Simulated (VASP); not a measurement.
# Rh (P6_3/mmc) in VASP: notebook

The runs below take Rh through single point, with PBE.

Everything below comes from runs of VASP 6.6.1. Logs are shortened: lines on timing, memory, paths and dates and some standing lists are left out, and cuts for length are marked.

### 1 The cell of the first run

The structure is hexagonal, space group P6_3/mmc (No. 194). Conventional cell: a = 2.696 Å, b = 2.696 Å, c = 4.749 Å, α = 90.00°, β = 90.00°, γ = 120.00°. Rh (site symmetry -6m2) has 12 Rh at 2.70 to 2.84 Å within 3.6 Å.

This isn't the form of Rh at room conditions, which is fcc.

### 2 Single point, PBE (14.94 Å³/atom)

INCAR

```
  ALGO = Fast
  EDIFF = 1E-6
  ENCUT = 520
  GGA = PE
  ISIF = 2
  ISMEAR = 0
  LASPH = True
  LCHARG = False
  LREAL = False
  LWAVE = False
  NBANDS = 22
  NELM = 80
  PREC = Accurate
  SIGMA = 0.15
```

KPOINTS

```
k-points
0
Gamma
  21 21 12
```

POSCAR

```
Rh
1.0
    2.6957915463      0.0000000000      0.0000000000
   -1.3478957732      2.3346239624      0.0000000000
    0.0000000000      0.0000000000      4.7489063879
Rh
2
Direct
    0.6666666667      0.3333333333      0.7500000000
    0.3333333333      0.6666666667      0.2500000000
```

Potentials or basis: VASP PAW PBE potentials, release 64 (Rh_pv).

Command:

```console
cat potpaw_PBE.64/Rh_pv/POTCAR > POTCAR
mpirun -np 1 vasp_std > vasp.out
```

OUTCAR:

```text
EDIFF = 1E-6
   ENCUT = 520
   GGA = PE
   ISIF = 2
   ISMEAR = 0
   LASPH = True
   LREAL = False
   NELM = 80
   PREC = Accurate

 ion  position               nearest neighbor table
   1  0.667  0.333  0.750-   2 2.84   2 2.84   2 2.84   2 2.84   2 2.84   2 2.84
   2  0.333  0.667  0.250-   1 2.84   1 2.84   1 2.84   1 2.84   1 2.84   1 2.84

  LATTYP: Found a hexagonal cell.
 ALAT       =     2.6957915463
 C/A-ratio  =     1.7616000000

  Lattice vectors:

 A1 = (   2.6957915463,   0.0000000000,   0.0000000000)
 A2 = (  -1.3478957732,   2.3346239624,   0.0000000000)
 A3 = (   0.0000000000,   0.0000000000,   4.7489063879)

Analysis of symmetry for initial positions (statically):
=====================================================================
 Subroutine PRICEL returns:
 Original cell was already a primitive cell.

 Routine SETGRP: Setting up the symmetry group for a
 hexagonal supercell.

 Subroutine GETGRP returns: Found 24 space group operations
 (whereof 12 operations were pure point group operations)
 out of a pool of 24 trial point group operations.

The static configuration has the point symmetry D_3d.
 The point group associated with its full space group is D_6h.

Analysis of symmetry for dynamics (positions and initial velocities):
=====================================================================
 Subroutine PRICEL returns:
 Original cell was already a primitive cell.

 Routine SETGRP: Setting up the symmetry group for a
 hexagonal supercell.

 Subroutine GETGRP returns: Found 24 space group operations
 (whereof 12 operations were pure point group operations)
 out of a pool of 24 trial point group operations.

The dynamic configuration has the point symmetry D_3d.
 The point group associated with its full space group is D_6h.

 Subroutine INISYM returns: Found 24 space group operations
 (whereof 12 operations are pure point group operations),
 and found     1 'primitive' translations

----------------------------------------------------------------------------------------

                                     Primitive cell

  volume of cell :      29.8880

  direct lattice vectors                    reciprocal lattice vectors
     2.695791546  0.000000000  0.000000000     0.370948563  0.214167253  0.000000000
    -1.347895773  2.334623962  0.000000000     0.000000000  0.428334505  0.000000000
     0.000000000  0.000000000  4.748906388     0.000000000  0.000000000  0.210574797

  length of vectors
     2.695791546  2.695791546  4.748906388     0.428334505  0.428334505  0.210574797

  position of ions in fractional coordinates (direct lattice)
     0.666666667  0.333333333  0.750000000
     0.333333333  0.666666667  0.250000000

  ion indices of the primitive-cell ions
   primitive index   ion index
                 1           1
                 2           2

----------------------------------------------------------------------------------------

 KPOINTS: k-points

Automatic generation of k-mesh.
 Grid dimensions read from file:
 generate k-points for:   21   21   12

 Generating k-lattice:

  Cartesian coordinates                     Fractional coordinates (reciprocal lattice)
     0.017664217  0.010198441  0.000000000     0.047619048  0.000000000  0.000000000
     0.000000000  0.020396881  0.000000000     0.000000000  0.047619048  0.000000000
     0.000000000  0.000000000  0.017547900     0.000000000  0.000000000  0.083333333

  Length of vectors
     0.020396881  0.020396881  0.017547900

  Shift w.r.t. Gamma in fractional coordinates (k-lattice)
     0.000000000  0.000000000  0.000000000

 Subroutine IBZKPT returns following result:
 ===========================================

 Found    336 irreducible k-points:

 Following reciprocal coordinates:
            Coordinates               Weight
  0.000000  0.000000  0.000000      1.000000
  0.047619  0.000000  0.000000      6.000000
  0.095238  0.000000  0.000000      6.000000
  0.142857  0.000000  0.000000      6.000000
  0.190476  0.000000  0.000000      6.000000
  0.238095  0.000000  0.000000      6.000000
[... 16 lines left out ...]
  0.142857  0.095238  0.000000     12.000000
  0.190476  0.095238  0.000000     12.000000
 [... further k-points ...]
   k-points           NKPTS =    336   k-points in BZ     NKDIM =    336   number of bands    NBANDS=     22
   number of dos      NEDOS =    301   number of ions     NIONS =      2
   total plane-waves  NPLWV =  14400
   dimension x,y,z NGX =    20 NGY =   20 NGZ =   36
   dimension x,y,z NGXF=    40 NGYF=   40 NGZF=   72
   ions per type =               2
   NGX,Y,Z   is equivalent  to a cutoff of  12.33, 12.33, 12.60 a.u.
   NGXF,Y,Z  is equivalent  to a cutoff of  24.67, 24.67, 25.21 a.u.
 SYSTEM =  unknown system
   PREC   = accura    normal or accurate (medium, high low for compatibility)
   ISTART =      0    job   : 0-new  1-cont  2-samecut
   ICHARG =      2    charge: 1-file 2-atom 10-const
   ISPIN  =      1    spin polarized calculation?
   LNONCOLLINEAR =      F non collinear calculations
   LSORBIT =      F    spin-orbit coupling
   LASPH  =      T    aspherical Exc in radial PAW
   ENCUT  =  520.0 eV  38.22 Ry    6.18 a.u.   5.01  5.01  8.83*2*pi/ulx,y,z
   NELM   =     80;   NELMIN=  2; NELMDL= -5     # of ELM steps
   EDIFF  = 0.1E-05   stopping-criterion for ELM
   LREAL  =      F    real-space projection
   EDIFFG = 0.1E-04   stopping-criterion for IOM
   NSW    =      0    number of steps for IOM
   IBRION =     -1    ionic relax: 0-MD 1-quasi-New 2-CG
   NFREE  =      0    steps in history (QN), initial steepest desc. (CG)
   ISIF   =      2    stress and relaxation
   ISYM   =      2    0-nonsym 1-usesym 2-fastsym
   POTIM  = 0.5000    time-step for ionic-motion
   TEBEG  =    0.0;   TEEND  =   0.0 temperature during run
   PSTRESS=    0.0 pullay stress
   NELECT =      30.0000    total number of electrons
   NUPDOWN=      -1.0000    fix difference up-down
   EMIN   =  10.00;   EMAX   =-10.00  energy-range for DOS
   EFERMI =   0.00;   METHOD = LEGACY
   ISMEAR =     0;   SIGMA  =   0.15  broadening in eV -4-tet -1-fermi 0-gaus
   EFERMI_NEDOS =   21; number of points for ismear=-14 and -15
   IALGO  =     68    algorithm
   IMIX   =      4    mixing-type and parameters
     AMIX     =   0.40;   BMIX     =  1.00
     AMIX_MAG =   1.60;   BMIX_MAG =  1.00
  volume/ion in A,a.u.               =      14.94       100.85
  Fermi-wavevector in a.u.,A,eV,Ry     =   1.639141  3.097527 36.555902  2.686783
  Thomas-Fermi vector in A             =   2.729996
   LORBIT       =      0    0 simple, 1 ext, 2 COOP (PROOUT), +10 PAW based schemes
   GGA     = PE    functional components
   LHFCALC =     F    Hartree Fock is set to
   AEXX    =    0.0000 exact exchange contribution
   IVDW    =     0    specifies the selected vdW correction
   LEPSILON=     F    determine dielectric tensor
   LRPA    =     F    only Hartree local field effects (RPA)
 non-spin polarized calculation
 RMM-DIIS sequential band-by-band and
 Gauss-broadening in eV      SIGMA  =   0.15
  energy-cutoff  :      520.00
  volume of cell :       29.89
 maximum number of plane-waves:       831
 NGX is ok and might be reduce to    20
   NGX =  9   NGY =  9   NGZ = 17

 number of electron      29.9999991 magnetization

 Free energy of the ion-electron system (eV)
  ---------------------------------------------------
  ext. energy  EPLUGINS =         0.00000000
  ---------------------------------------------------
  free energy    TOTEN  =       -14.29403774 eV

  energy without entropy =      -14.25301481  energy(sigma->0) =      -14.27352627

 E-fermi :  10.4529     XC(G=0): -13.4917

 val. band max:       10.4523608117   @ k =   0.2381   0.0000   0.3333
 cond. band min:      10.4547375233   @ k =   0.4762   0.0000   0.2500
 fundamental gap:      0.0023767115
 Fermi energy:        10.4528653751

 k-point     1 :       0.0000    0.0000    0.0000
  band No.  band energies     occupation
      1     -36.2115      2.00000
      2     -35.8182      2.00000
      3     -35.8182      2.00000
      4     -35.7717      2.00000
      5     -35.7697      2.00000
      6     -35.7697      2.00000
[... 14 lines left out ...]
     21      27.2232      0.00000
     22      28.9998      0.00000

 k-point     2 :       0.0476    0.0000    0.0000
  band No.  band energies     occupation
      1     -36.2076      2.00000
      2     -35.8304      2.00000
      3     -35.8216      2.00000
      4     -35.7820      2.00000
      5     -35.7723      2.00000
      6     -35.7720      2.00000
[... 14 lines left out ...]
     21      27.3429      0.00000
     22      29.0810      0.00000

 k-point     3 :       0.0952    0.0000    0.0000
  band No.  band energies     occupation
      1     -36.1964      2.00000
      2     -35.8657      2.00000
      3     -35.8316      2.00000
      4     -35.8179      2.00000
      5     -35.7791      2.00000
      6     -35.7742      2.00000
[... 14 lines left out ...]
     21      27.6833      0.00000
     22      29.2064      0.00000

 k-point     4 :       0.1429    0.0000    0.0000
  band No.  band energies     occupation
      1     -36.1783      2.00000
      2     -35.9211      2.00000
      3     -35.8737      2.00000
      4     -35.8470      2.00000
      5     -35.7902      2.00000
      6     -35.7775      2.00000
[... 14 lines left out ...]
     21      28.1703      0.00000
     22      29.1608      0.00000

 k-point     5 :       0.1905    0.0000    0.0000
  band No.  band energies     occupation
      1     -36.1543      2.00000
      2     -35.9915      2.00000
      3     -35.9439      2.00000
      4     -35.8664      2.00000
      5     -35.8046      2.00000
      6     -35.7825      2.00000
[... 417 lines left out ...]
 k-point    22 :       0.0952    0.0952    0.0000
  band No.  band energies     occupation
      1     -36.1678      2.00000
      2     -35.9445      2.00000
      3     -35.9130      2.00000
      4     -35.8492      2.00000
      5     -35.8029      2.00000
      6     -35.7796      2.00000
[... 14 lines left out ...]
     21      28.1374      0.00000
     22      28.4737      0.00000

 k-point    23 :       0.1429    0.0952    0.0000
  band No.  band energies     occupation
      1     -36.1445      2.00000
      2     -36.0061      2.00000
      3     -35.9771      2.00000
      4     -35.8713      2.00000
      5     -35.8214      2.00000
      6     -35.7849      2.00000
[... 14 lines left out ...]
     21      27.1369      0.00000
     22      28.7321      0.00000

 k-point    24 :       0.1905    0.0952    0.0000
  band No.  band energies     occupation
      1     -36.1167      2.00000
      2     -36.0776      2.00000
      3     -36.0456      2.00000
      4     -35.8975      2.00000
      5     -35.8413      2.00000
      6     -35.7923      2.00000
[... 14 lines left out ...]
     21      26.3411      0.00000
     22      27.8209      0.00000

 [... further k-points ...]
[... 5 lines left out ...]
  --------------------------------------------------------------------------------------
  -------------------------------------------------------------------------------------
  Total       -0.9445416     -0.9445416     -4.2715076      0.0000000      0.0000000      0.0000000
  in kB      -50.6331346    -50.6331346   -228.9786064      0.0000000      0.0000000      0.0000000
  external PRESSURE =    -110.0816252 kB  Pullay stress =       0.0000000 kB

 VOLUME and BASIS-vectors are now :
 -----------------------------------------------------------------------------
  energy-cutoff  :      520.00
  volume of cell :       29.89
      direct lattice vectors                 reciprocal lattice vectors
     2.695791546  0.000000000  0.000000000     0.370948563  0.214167253  0.000000000
    -1.347895773  2.334623962  0.000000000     0.000000000  0.428334505  0.000000000
     0.000000000  0.000000000  4.748906388     0.000000000  0.000000000  0.210574797

 POSITION                                       TOTAL-FORCE (eV/Angst)
 -----------------------------------------------------------------------------------
      1.34790      0.77821      3.56168        -0.000000     -0.000000      0.000000
     -0.00000      1.55642      1.18723         0.000000      0.000000      0.000000
 -----------------------------------------------------------------------------------
    total drift:                                0.000000     -0.000000      0.000000

  FREE ENERGIE OF THE ION-ELECTRON SYSTEM (eV)
  ---------------------------------------------------
  free  energy   TOTEN  =       -14.2940377379 eV

  energy  without entropy=      -14.2530148069  energy(sigma->0) =      -14.27352627
```

Run time: 4.6 min. Hardware: 1 thread of Intel Xeon 8259CL, shared host; peak memory 0.28 GiB.

What came out:

```yaml
Free_energy: -14.2940 eV
Pressure: -11.0 GPa
Band_gap_on_the_k_mesh: zero (bands 15 and 16 overlap by 2.28 eV)
```

Caveat: the cell stands under tension.

### 3 Single point, PBE (14.94 Å³/atom)

INCAR

```
SYSTEM = Rh
PREC = Accurate
ENCUT = 520
EDIFF = 1E-7
ISMEAR = 0
SIGMA = 0.15
LREAL = .False.
LASPH = .True.
NELM = 60
ALGO = Fast
ISIF = 2
LWAVE = .False.
LCHARG = .True.
GGA = PE
LELF = .True.
LVHAR = .True.
NBANDS = 22
```

KPOINTS

```
regular mesh
0
Gamma
  21 21 12
  0 0 0
```

POSCAR

```
Rh
1.0
    2.8633412844      0.0000000000      0.0000000000
   -1.4316706422      2.4797262920      0.0000000000
    0.0000000000      0.0000000000      4.2093980223
Rh
2
Direct
    0.6666666667      0.3333333333      0.7500000000
    0.3333333333      0.6666666667      0.2500000000
```

Potentials or basis: VASP PAW PBE potentials, release 64 (Rh_pv).

Command:

```console
cat potpaw_PBE.64/Rh_pv/POTCAR > POTCAR
mpirun -np 1 vasp_std > vasp.out
```

Run time: 4.9 min. Hardware: 1 thread of Intel Xeon 8259CL, shared host; peak memory 0.28 GiB.

It converged, with:

* Free energy: -14.2988 eV
* Pressure: -10.2 GPa
* Band gap on the k mesh: zero (bands 15 and 16 overlap by 1.76 eV)

Stress tensor (GPa, compression positive):
```
-15.55   0.00   0.00
  0.00 -15.55   0.00
  0.00   0.00   0.41
```

Levels at points of the mesh, in eV from the Fermi level:
| k point | band 13 | band 14 | band 15 | band 16 | band 17 | band 18 |
| --- | --- | --- | --- | --- | --- | --- |
| (0.00, 0.00, 0.00) | -2.09 | -2.09 | -2.07 | 0.11 | 0.11 | 1.80 |
| (0.00, 0.00, 0.50) | -2.49 | -2.49 | -0.32 | -0.32 | -0.32 | -0.32 |

Caveat: the cell stands under tension.

### 4 Single point, PBE (14.94 Å³/atom)

INCAR

```
SYSTEM = Rh
PREC = Accurate ; ENCUT = 520
EDIFF = 1E-6 ; ISMEAR = 0
SIGMA = 0.15 ; LREAL = .FALSE.
LASPH = .TRUE. ; NELM = 80
ALGO = Fast ; ISIF = 2
LWAVE = .FALSE. ; LCHARG = .FALSE.
GGA = PE ; NBANDS = 22
```

KPOINTS

```
Automatic mesh
0
G
  21 21 12
  0 0 0
```

POSCAR

```
Rh
1.0
    2.7505333536      0.0000000000      0.0000000000
   -1.3752666768      2.3820317581      0.0000000000
    0.0000000000      0.0000000000      4.5617595669
Rh
2
Direct
    0.6666666667      0.3333333333      0.7500000000
    0.3333333333      0.6666666667      0.2500000000
```

Command:

```console
cat potpaw_PBE.64/Rh_pv/POTCAR > POTCAR
mpirun -np 1 vasp_std > vasp.out
```

Run time: 3.6 min. Hardware: 1 thread of Intel Xeon 8259CL, shared host; peak memory 0.28 GiB.

The run converged. Its results:

| Item | Value |
| --- | --- |
| Free energy | -14.3812 eV |
| Pressure | -12.4 GPa |
| Band gap on the k mesh | zero (bands 15 and 16 overlap by 2.09 eV) |

Stress tensor (GPa, compression positive):
```
-10.51   0.00   0.00
  0.00 -10.51   0.00
  0.00   0.00 -16.25
```

Levels at points of the mesh, in eV from the Fermi level:
```
           k point  band 12  band 13  band 14  band 15  band 16  band 17  band 18  band 19
(0.00, 0.00, 0.00)    -2.23    -2.23    -1.51    -1.51     0.14     0.14     0.62     7.51
(0.00, 0.00, 0.50)    -2.70    -2.70    -2.70    -0.37    -0.37    -0.37    -0.37    14.04
```

Caveat: the cell stands under tension.

### 5 Overview

| cell | further INCAR settings | gap on the mesh (eV) | pressure (GPa) |
| --- | --- | --- | --- |
| a = 2.696, b = 2.696, c = 4.749 Å, angles 90.0, 90.0, 120.0°, 2 atoms | ALGO = Fast; EDIFF = 1e-06; NBANDS = 22 | none | -11.0 |
| a = 2.863, b = 2.863, c = 4.209 Å, angles 90.0, 90.0, 120.0°, 2 atoms | ALGO = Fast; EDIFF = 1e-07; NBANDS = 22 | none | -10.2 |
| a = 2.751, b = 2.751, c = 4.562 Å, angles 90.0, 90.0, 120.0°, 2 atoms | ALGO = Fast; EDIFF = 1e-06; NBANDS = 22 | none | -12.4 |

Alike in all rows: task single point; level PBE; potentials or basis VASP PAW PBE potentials, release 64 (Rh_pv); no spin polarisation; k mesh 21 × 21 × 12; cutoff (eV) 520; smearing gaussian 0.15 eV.

Caveats: the cell stands under tension.

Absolute energies hang on the potentials; compare differences alone.
